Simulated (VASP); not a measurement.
# Rb: single point with r2SCAN

Crystal: Rb.

```xyz
1
Lattice="-2.8025 2.8025 2.8025 2.8025 -2.8025 2.8025 2.8025 2.8025 -2.8025" Properties=species:S:1:pos:R:3 pbc="T T T"
Rb    0.0000    0.0000    0.0000
```

* Program: VASP 6.6.1
* Task: single point
* Functional: r2SCAN
* Potentials or basis: VASP PAW PBE potentials, release 64 (Rb_sv)
* Cutoff: 520 eV
* k mesh: 7 × 7 × 7
* Occupations: fermi-dirac, width 0.05 eV
* Spin: no spin polarisation
* Dipole correction: no
* Further INCAR settings: ALGO = Normal; EDIFF = 1e-06; NBANDS = 10

```json
{"Pressure": "0.2 GPa", "Band gap on the k mesh": "zero (an odd number of electrons rules out a gap without spin polarisation)"}
```

Levels at points of the mesh, in eV from the Fermi level:
```
           k point  band 2  band 3  band 4  band 5  band 6  band 7  band 8  band 9
(0.00, 0.00, 0.00)  -13.54  -13.54  -13.54   -2.13    4.15    4.15    4.15    5.14
```

Wall time 28 s on 1 thread of Intel(R) Xeon(R) 6975P-C (Granite Rapids) (shared host), peak memory 0.21 GiB.

Caveat: the PAW data sets were made with another functional, which shifts forces and pressure a little.
